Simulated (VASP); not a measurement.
# KI (I4/mmm) in VASP: further runs, part 2 of 3

VASP 6.6.1. Earlier steps stand in the parts before.

## Step 3: Single point, PBE (strain +0.040 along x and y, -0.040 along z)

Contents of INCAR:

```
PREC = Accurate
ENCUT = 520
EDIFF = 1E-6
ISMEAR = 0
SIGMA = 0.05
LREAL = F
LASPH = T
NELM = 100
ALGO = Normal
ISIF = 2
LWAVE = F
LCHARG = F
GGA = PE
NBANDS = 15
```

Contents of KPOINTS:

```
regular mesh
0
Gamma
  6 6 6
```

Contents of POSCAR:

```
KI
1.0
    0.0000000000      3.6655320000      3.3835680000
    3.6655320000      0.0000000000      3.3835680000
    3.6655320000      3.6655320000      0.0000000000
K I
1 1
Direct
    0.0000000000      0.0000000000      0.0000000000
    0.5000000000      0.5000000000      0.5000000000
```

Potentials or basis: VASP PAW PBE potentials, release 64 (K_sv, I).

Launch:

```
$ cat potpaw_PBE.64/K_sv/POTCAR potpaw_PBE.64/I/POTCAR > POTCAR
$ mpirun -np 1 vasp_std > vasp.out
```

OUTCAR:

```text
PREC = Accurate
   ENCUT = 520
   EDIFF = 1E-6
   ISMEAR = 0
   LREAL = F
   LASPH = T
   NELM = 100
   ISIF = 2
   GGA = PE

 ion  position               nearest neighbor table
   1  0.000  0.000  0.000-   2 3.38   2 3.38   2 3.67   2 3.67   2 3.67   2 3.67
   2  0.500  0.500  0.500-   1 3.38   1 3.38   1 3.67   1 3.67   1 3.67   1 3.67

  LATTYP: Found a body centered tetragonal cell.
 ALAT       =     5.1838450677
 C/A-ratio  =     1.3054279037

  Lattice vectors:

 A1 = (   0.0000000000,  -3.6655320000,  -3.3835680000)
 A2 = (   0.0000000000,   3.6655320000,  -3.3835680000)
 A3 = (   3.6655320000,   0.0000000000,   3.3835680000)

Analysis of symmetry for initial positions (statically):
=====================================================================
 Subroutine PRICEL returns:
 Original cell was already a primitive cell.

 Routine SETGRP: Setting up the symmetry group for a
 body centered tetragonal supercell.

 Subroutine GETGRP returns: Found 16 space group operations
 (whereof 16 operations were pure point group operations)
 out of a pool of 16 trial point group operations.

The static configuration has the point symmetry D_4h.

[... 168 lines left out ...]
 k-point     1 :       0.0000    0.0000    0.0000
  band No.  band energies     occupation
      1     -29.1151      2.00000
      2     -12.6059      2.00000
      3     -12.6016      2.00000
      4     -12.6016      2.00000
      5     -11.0366      2.00000
      6      -0.5742      2.00000
      7      -0.5742      2.00000
      8      -0.5624      2.00000
      9       3.3129      0.00000
     10       5.7945      0.00000
     11       5.7945      0.00000
     12       6.2637      0.00000
     13       6.4709      0.00000
     14       6.8254      0.00000
[... 401 lines left out ...]
      2     -12.6567      2.00000
      3     -12.6276      2.00000
      4     -12.6117      2.00000
      5     -10.8773      2.00000
      6      -1.4972      2.00000
      7      -1.0600      2.00000
      8      -0.8703      2.00000
      9       4.8259      0.00000
     10       5.5838      0.00000
     11       7.0222      0.00000
     12       7.6001      0.00000
     13       8.1525      0.00000
     14       8.6951      0.00000
     15       8.9823      0.00000

 [... further k-points ...]
[... 5 lines left out ...]
  --------------------------------------------------------------------------------------
  -------------------------------------------------------------------------------------
  Total       -0.1468012     -0.1468012      1.0968628      0.0000000      0.0000000      0.0000000
  in kB       -2.5867913     -2.5867913     19.3278689      0.0000000      0.0000000      0.0000000
  external PRESSURE =       4.7180955 kB  Pullay stress =       0.0000000 kB

 VOLUME and BASIS-vectors are now :
 -----------------------------------------------------------------------------
  energy-cutoff  :      520.00
  volume of cell :       90.92
      direct lattice vectors                 reciprocal lattice vectors
     0.000000000  3.665532000  3.383568000    -0.136405848  0.136405848  0.147773002
     3.665532000  0.000000000  3.383568000     0.136405848 -0.136405848  0.147773002
     3.665532000  3.665532000  0.000000000     0.136405848  0.136405848 -0.147773002

 POSITION                                       TOTAL-FORCE (eV/Angst)
 -----------------------------------------------------------------------------------
      0.00000      0.00000      0.00000         0.000000      0.000000     -0.000000
      3.66553      3.66553      3.38357        -0.000000     -0.000000      0.000000
 -----------------------------------------------------------------------------------
    total drift:                                0.000000     -0.000000     -0.000000

  FREE ENERGIE OF THE ION-ELECTRON SYSTEM (eV)
  ---------------------------------------------------
  free  energy   TOTEN  =        -5.5326334741 eV

  energy  without entropy=       -5.5326334741  energy(sigma->0) =       -5.53263347
```

stdout:

```text
POSCAR found type information on POSCAR K I
 POSCAR found :  2 types and       2 ions
 scaLAPACK will be used
 LDA part: xc-table for (Slater+PW92), standard interpolation
 POSCAR, INCAR and KPOINTS ok, starting setup
 FFT: planning ... GRIDC
 FFT: planning ... GRID_SOFT
 FFT: planning ... GRID
 WAVECAR not read
 entering main loop
```

Run time: 27 s. Hardware: 1 thread of Intel Xeon Platinum 8488C (Sapphire Rapids), shared host; peak memory 0.25 GiB.

Results:

| Quantity | Value |
| --- | --- |
| Free energy | -5.5326 eV |
| Pressure | 0.5 GPa |
| Band gap on the k mesh | 3.88 eV, direct |

Levels at points of the mesh, in eV from the valence-band top:
| k point | band 5 | band 6 | band 7 | band 8 | band 9 | band 10 | band 11 | band 12 |
| --- | --- | --- | --- | --- | --- | --- | --- | --- |
| (0.00, 0.00, 0.00) | -10.47 | -0.01 | -0.01 | 0.00 | 3.88 | 6.36 | 6.36 | 6.83 |
| (0.50, 0.00, 0.00) | -10.21 | -1.27 | -0.34 | -0.32 | 5.47 | 7.58 | 7.79 | 8.43 |
| (0.50, 0.50, 0.00) | -10.33 | -0.90 | -0.44 | -0.44 | 4.93 | 5.74 | 8.20 | 8.67 |
| (0.50, 0.00, 0.50) | -10.35 | -0.98 | -0.35 | -0.27 | 5.01 | 5.69 | 7.98 | 8.51 |

Caveat: the cell differs from its parent crystal (strain +0.040 along x and y, -0.040 along z); spin-orbit coupling is left out, which moves the levels of the heavy elements.

## Step 4: Single point, PBE (strain +0.000 along x and y, +0.080 along z)

Contents of INCAR:

```
PREC = Accurate
ENCUT = 520
EDIFF = 1E-6
ISMEAR = 0
SIGMA = 0.05
LREAL = False
LASPH = True
NELM = 100
ALGO = Normal
ISIF = 2
LWAVE = False
LCHARG = False
GGA = PE
NBANDS = 15
```

Contents of KPOINTS:

```
Automatic mesh
0
Gamma
  6 6 6
```

Contents of POSCAR:

```
KI
1.0
    0.0000000000      3.5245500000      3.8065140000
    3.5245500000      0.0000000000      3.8065140000
    3.5245500000      3.5245500000      0.0000000000
K I
1 1
Direct
    0.0000000000      0.0000000000      0.0000000000
    0.5000000000      0.5000000000      0.5000000000
```

Launch:

```
$ cat potpaw_PBE.64/K_sv/POTCAR potpaw_PBE.64/I/POTCAR > POTCAR
$ mpirun -np 1 vasp_std > vasp.out
```

It took 35 s on 1 thread of Intel Xeon Platinum 8488C (Sapphire Rapids), shared host; peak memory 0.25 GiB.

The run converged. Its results:

```
Free energy            : -5.5451 eV
Pressure               : 0.0 GPa
Band gap on the k mesh : 3.80 eV, direct
```

Stress tensor (GPa, compression positive):
```
 0.39  0.00  0.00
 0.00  0.39  0.00
 0.00  0.00 -0.82
```

Levels at points of the mesh, in eV from the valence-band top:
```
           k point  band 5  band 6  band 7  band 8  band 9  band 10  band 11  band 12
(0.00, 0.00, 0.00)  -10.41    0.00    0.00    0.00    3.80     6.24     6.67     6.67
(0.50, 0.00, 0.00)  -10.20   -1.18   -0.30   -0.28    5.44     7.45     7.77     8.29
(0.50, 0.50, 0.00)  -10.31   -0.92   -0.26   -0.26    5.07     5.61     7.92     8.21
(0.50, 0.00, 0.50)  -10.29   -0.88   -0.41   -0.31    5.03     5.63     8.06     8.55
```

Caveat: the cell differs from its parent crystal (strain +0.000 along x and y, +0.080 along z); spin-orbit coupling is left out, which moves the levels of the heavy elements.

## Step 5: Single point, PBE (strain +0.080 along x and y, -0.080 along z)

Contents of INCAR:

```
PREC = Accurate
ENCUT = 520
EDIFF = 1E-6
ISMEAR = 0
SIGMA = 0.05
LREAL = False
LASPH = True
NELM = 80
ALGO = Normal
ISIF = 2
LWAVE = False
LCHARG = True
GGA = PE
LELF = True
LVHAR = True
NBANDS = 15
```

KPOINTS is that of step 4.

Contents of POSCAR:

```
KI
1.0
    0.0000000000      3.8065140000      3.2425860000
    3.8065140000      0.0000000000      3.2425860000
    3.8065140000      3.8065140000      0.0000000000
K I
1 1
Direct
    0.0000000000      0.0000000000      0.0000000000
    0.5000000000      0.5000000000      0.5000000000
```

Potentials or basis: VASP PAW PBE potentials, release 64 (K_sv, I).

Launch:

```
$ cat potpaw_PBE.64/K_sv/POTCAR potpaw_PBE.64/I/POTCAR > POTCAR
$ mpirun -np 1 vasp_std > vasp.out
```

OUTCAR:

```text
PREC = Accurate
   ENCUT = 520
   EDIFF = 1E-6
   ISMEAR = 0
   LREAL = False
   LASPH = True
   NELM = 80
   ISIF = 2
   GGA = PE

 ion  position               nearest neighbor table
   1  0.000  0.000  0.000-   2 3.24   2 3.24
   2  0.500  0.500  0.500-   1 3.24   1 3.24

  LATTYP: Found a body centered tetragonal cell.
 ALAT       =     5.3832237242
 C/A-ratio  =     1.2047004420

  Lattice vectors:

 A1 = (   0.0000000000,  -3.8065140000,  -3.2425860000)
 A2 = (   0.0000000000,   3.8065140000,  -3.2425860000)
 A3 = (   3.8065140000,   0.0000000000,   3.2425860000)

Analysis of symmetry for initial positions (statically):
=====================================================================
 Subroutine PRICEL returns:
 Original cell was already a primitive cell.

 Routine SETGRP: Setting up the symmetry group for a
 body centered tetragonal supercell.

 Subroutine GETGRP returns: Found 16 space group operations
 (whereof 16 operations were pure point group operations)
 out of a pool of 16 trial point group operations.

The static configuration has the point symmetry D_4h.

Analysis of symmetry for dynamics (positions and initial velocities):
=====================================================================
 Subroutine PRICEL returns:
 Original cell was already a primitive cell.

 Routine SETGRP: Setting up the symmetry group for a
 body centered tetragonal supercell.

 Subroutine GETGRP returns: Found 16 space group operations
 (whereof 16 operations were pure point group operations)
 out of a pool of 16 trial point group operations.

The dynamic configuration has the point symmetry D_4h.

 Subroutine INISYM returns: Found 16 space group operations
 (whereof 16 operations are pure point group operations),
 and found     1 'primitive' translations

----------------------------------------------------------------------------------------

                                     Primitive cell

  volume of cell :      93.9672

  direct lattice vectors                    reciprocal lattice vectors
     0.000000000  3.806514000  3.242586000    -0.131353779  0.131353779  0.154197915
     3.806514000  0.000000000  3.242586000     0.131353779 -0.131353779  0.154197915
     3.806514000  3.806514000  0.000000000     0.131353779  0.131353779 -0.154197915

  length of vectors
     5.000391265  5.000391265  5.383223724     0.241422094  0.241422094  0.241422094

  position of ions in fractional coordinates (direct lattice)
     0.000000000  0.000000000  0.000000000
     0.500000000  0.500000000  0.500000000

  ion indices of the primitive-cell ions
   primitive index   ion index
                 1           1
                 2           2

----------------------------------------------------------------------------------------

 KPOINTS: Automatic mesh

Automatic generation of k-mesh.
 Grid dimensions read from file:
 generate k-points for:    6    6    6

 Generating k-lattice:

  Cartesian coordinates                     Fractional coordinates (reciprocal lattice)
    -0.021892297  0.021892297  0.025699652     0.166666667  0.000000000  0.000000000
     0.021892297 -0.021892297  0.025699652     0.000000000  0.166666667  0.000000000
     0.021892297  0.021892297 -0.025699652    -0.000000000 -0.000000000  0.166666667

  Length of vectors
     0.040237016  0.040237016  0.040237016

  Shift w.r.t. Gamma in fractional coordinates (k-lattice)
     0.000000000  0.000000000  0.000000000

 Subroutine IBZKPT returns following result:
 ===========================================

 Found     30 irreducible k-points:

 Following reciprocal coordinates:
            Coordinates               Weight
  0.000000  0.000000  0.000000      1.000000
  0.166667  0.000000  0.000000      8.000000
  0.333333  0.000000  0.000000      8.000000
  0.500000  0.000000  0.000000      4.000000
  0.166667  0.166667  0.000000      2.000000
  0.333333  0.166667  0.000000      8.000000
[... 16 lines left out ...]
  0.333333  0.000000  0.333333      4.000000
  0.500000  0.000000  0.333333     16.000000
 [... further k-points ...]
   k-points           NKPTS =     30   k-points in BZ     NKDIM =     30   number of bands    NBANDS=     15
   number of dos      NEDOS =    301   number of ions     NIONS =      2
   total plane-waves  NPLWV =  64000
   dimension x,y,z NGX =    40 NGY =   40 NGZ =   40
   dimension x,y,z NGXF=    80 NGYF=   80 NGZF=   80
   ions per type =               1   1
   NGX,Y,Z   is equivalent  to a cutoff of  13.30, 13.30, 12.35 a.u.
   NGXF,Y,Z  is equivalent  to a cutoff of  26.60, 26.60, 24.71 a.u.
 SYSTEM =  unknown system
   PREC   = accura    normal or accurate (medium, high low for compatibility)
   ISTART =      0    job   : 0-new  1-cont  2-samecut
   ICHARG =      2    charge: 1-file 2-atom 10-const
   ISPIN  =      1    spin polarized calculation?
   LNONCOLLINEAR =      F non collinear calculations
   LSORBIT =      F    spin-orbit coupling
   LASPH  =      T    aspherical Exc in radial PAW
   ENCUT  =  520.0 eV  38.22 Ry    6.18 a.u.   9.30  9.30 10.01*2*pi/ulx,y,z
   NELM   =     80;   NELMIN=  2; NELMDL= -5     # of ELM steps
   EDIFF  = 0.1E-05   stopping-criterion for ELM
   LREAL  =      F    real-space projection
   EDIFFG = 0.1E-04   stopping-criterion for IOM
   NSW    =      0    number of steps for IOM
   IBRION =     -1    ionic relax: 0-MD 1-quasi-New 2-CG
   NFREE  =      0    steps in history (QN), initial steepest desc. (CG)
   ISIF   =      2    stress and relaxation
   ISYM   =      2    0-nonsym 1-usesym 2-fastsym
   POTIM  = 0.5000    time-step for ionic-motion
   TEBEG  =    0.0;   TEEND  =   0.0 temperature during run
   PSTRESS=    0.0 pullay stress
   NELECT =      16.0000    total number of electrons
   NUPDOWN=      -1.0000    fix difference up-down
   EMIN   =  10.00;   EMAX   =-10.00  energy-range for DOS
   EFERMI =   0.00;   METHOD = LEGACY
   ISMEAR =     0;   SIGMA  =   0.05  broadening in eV -4-tet -1-fermi 0-gaus
   EFERMI_NEDOS =   21; number of points for ismear=-14 and -15
   IALGO  =     38    algorithm
   IMIX   =      4    mixing-type and parameters
     AMIX     =   0.40;   BMIX     =  1.00
     AMIX_MAG =   1.60;   BMIX_MAG =  1.00
  volume/ion in A,a.u.               =      46.98       317.06
  Fermi-wavevector in a.u.,A,eV,Ry     =   0.907380  1.714700 11.202209  0.823339
  Thomas-Fermi vector in A             =   2.031181
   LORBIT       =      0    0 simple, 1 ext, 2 COOP (PROOUT), +10 PAW based schemes
   GGA     = PE    functional components
   LHFCALC =     F    Hartree Fock is set to
   AEXX    =    0.0000 exact exchange contribution
   IVDW    =     0    specifies the selected vdW correction
   LEPSILON=     F    determine dielectric tensor
   LRPA    =     F    only Hartree local field effects (RPA)
 non-spin polarized calculation
 Gauss-broadening in eV      SIGMA  =   0.05
  energy-cutoff  :      520.00
  volume of cell :       93.97
 maximum number of plane-waves:      2544
 NGX is ok and might be reduce to    40
   NGX = 19   NGY = 19   NGZ = 21

 number of electron      16.0000001 magnetization

 Free energy of the ion-electron system (eV)
  ---------------------------------------------------
  ext. energy  EPLUGINS =         0.00000000
  ---------------------------------------------------
  free energy    TOTEN  =        -5.43911643 eV

  energy without entropy =       -5.43911643  energy(sigma->0) =       -5.43911643

 E-fermi :  -0.4621     XC(G=0):  -6.8995

 val. band max:       -0.7072415284   @ k =   0.0000   0.0000   0.0000
 cond. band min:       3.0631200868   @ k =   0.0000   0.0000   0.0000
 fundamental gap:      3.7703616152
 Fermi energy:        -0.4621376104

 k-point     1 :       0.0000    0.0000    0.0000
  band No.  band energies     occupation
      1     -29.2952      2.00000
      2     -12.8047      2.00000
      3     -12.7856      2.00000
      4     -12.7856      2.00000
      5     -11.1748      2.00000
      6      -0.7357      2.00000
      7      -0.7357      2.00000
      8      -0.7072      2.00000
      9       3.0631      0.00000
     10       5.5371      0.00000
     11       5.5371      0.00000
     12       6.1304      0.00000
     13       6.4568      0.00000
     14       6.9053      0.00000
     15       9.0978      0.00000
[... 397 lines left out ...]
 k-point    24 :       0.5000    0.0000    0.3333
  band No.  band energies     occupation
      1     -29.2935      2.00000
      2     -12.8546      2.00000
      3     -12.8133      2.00000
      4     -12.7923      2.00000
      5     -11.0200      2.00000
      6      -1.6168      2.00000
      7      -1.1913      2.00000
      8      -0.9677      2.00000
      9       4.7471      0.00000
     10       5.3371      0.00000
     11       6.6943      0.00000
     12       7.4423      0.00000
     13       7.8509      0.00000
     14       8.4155      0.00000
     15       8.5656      0.00000

 [... further k-points ...]
[... 5 lines left out ...]
  --------------------------------------------------------------------------------------
  -------------------------------------------------------------------------------------
  Total       -0.4456414     -0.4456414      2.2912779      0.0000000     -0.0000000     -0.0000000
  in kB       -7.5983583     -7.5983583     39.0671731      0.0000000     -0.0000000     -0.0000000
  external PRESSURE =       7.9568188 kB  Pullay stress =       0.0000000 kB

 VOLUME and BASIS-vectors are now :
 -----------------------------------------------------------------------------
  energy-cutoff  :      520.00
  volume of cell :       93.97
      direct lattice vectors                 reciprocal lattice vectors
     0.000000000  3.806514000  3.242586000    -0.131353779  0.131353779  0.154197915
     3.806514000  0.000000000  3.242586000     0.131353779 -0.131353779  0.154197915
     3.806514000  3.806514000  0.000000000     0.131353779  0.131353779 -0.154197915

 POSITION                                       TOTAL-FORCE (eV/Angst)
 -----------------------------------------------------------------------------------
      0.00000      0.00000      0.00000         0.000000      0.000000      0.000000
      3.80651      3.80651      3.24259        -0.000000      0.000000     -0.000000
 -----------------------------------------------------------------------------------
    total drift:                                0.000000     -0.000000     -0.000000

  FREE ENERGIE OF THE ION-ELECTRON SYSTEM (eV)
  ---------------------------------------------------
  free  energy   TOTEN  =        -5.4391164283 eV

  energy  without entropy=       -5.4391164283  energy(sigma->0) =       -5.43911643
```

It took 45 s on 1 thread of Intel Xeon Platinum 8488C (Sapphire Rapids), shared host; peak memory 0.25 GiB.

What came out:

* Free energy: -5.4391 eV
* Pressure: 0.8 GPa
* Band gap on the k mesh: 3.77 eV, direct

Stress tensor (GPa, compression positive):
```
-0.76  0.00  0.00
 0.00 -0.76  0.00
 0.00  0.00  3.91
```

Levels at points of the mesh, in eV from the valence-band top:
```
           k point  band 5  band 6  band 7  band 8  band 9  band 10  band 11  band 12
(0.00, 0.00, 0.00)  -10.47   -0.03   -0.03    0.00    3.77     6.24     6.24     6.84
(0.50, 0.00, 0.00)  -10.17   -1.25   -0.36   -0.33    5.41     7.37     7.48     8.59
(0.50, 0.50, 0.00)  -10.33   -0.77   -0.50   -0.50    4.90     5.80     8.33     8.70
(0.50, 0.00, 0.50)  -10.36   -0.97   -0.32   -0.20    5.10     5.61     7.88     8.16
```

Caveat: the cell differs from its parent crystal (strain +0.080 along x and y, -0.080 along z); spin-orbit coupling is left out, which moves the levels of the heavy elements.

[end of part 2 of 3]
